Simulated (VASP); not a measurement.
CdF2: single point with HSE06

The system is CdF2.

```
Cd F
1.0
     0.00000    2.69418    2.69418
     2.69418    0.00000    2.69418
     2.69418    2.69418    0.00000
Cd F
1 2
Direct
  0.00000 0.00000 0.00000
  0.25000 0.25000 0.25000
  0.75000 0.75000 0.75000
```

| Property | Result |
| --- | --- |
| Program | VASP 6.6.1 |
| Task | single point |
| Functional | HSE06 |
| Potentials or basis | VASP PAW PBE potentials, release 64 (Cd, F) |
| Cutoff | 520 eV |
| k mesh | 4 × 4 × 4 |
| Occupations | gaussian, width 0.01 eV |
| Spin | no spin polarisation |

```
Pressure               : 2.7 GPa
Band gap on the k mesh : 5.16 eV (least direct gap 5.74 eV)
```

Levels at points of the mesh, in eV from the valence-band top:
| k point | band 11 | band 12 | band 13 | band 14 | band 15 | band 16 |
| --- | --- | --- | --- | --- | --- | --- |
| (0.00, 0.00, 0.00) | -0.58 | -0.58 | -0.58 | 5.16 | 14.97 | 14.97 |
| (0.50, 0.00, 0.00) | -1.93 | -0.45 | -0.45 | 9.50 | 11.24 | 17.00 |
| (0.50, 0.50, 0.00) | -0.53 | -0.09 | -0.09 | 10.43 | 11.88 | 13.88 |

It took 8.7 min on 1 thread of AMD EPYC 9R45 (Zen 5), with other jobs on the host, peak memory 0.23 GiB.

Caveat: the k points lie up to 0.50 Å⁻¹ apart; the PAW data sets were made with another functional, which shifts forces and pressure a little. A k mesh can miss the band edges.
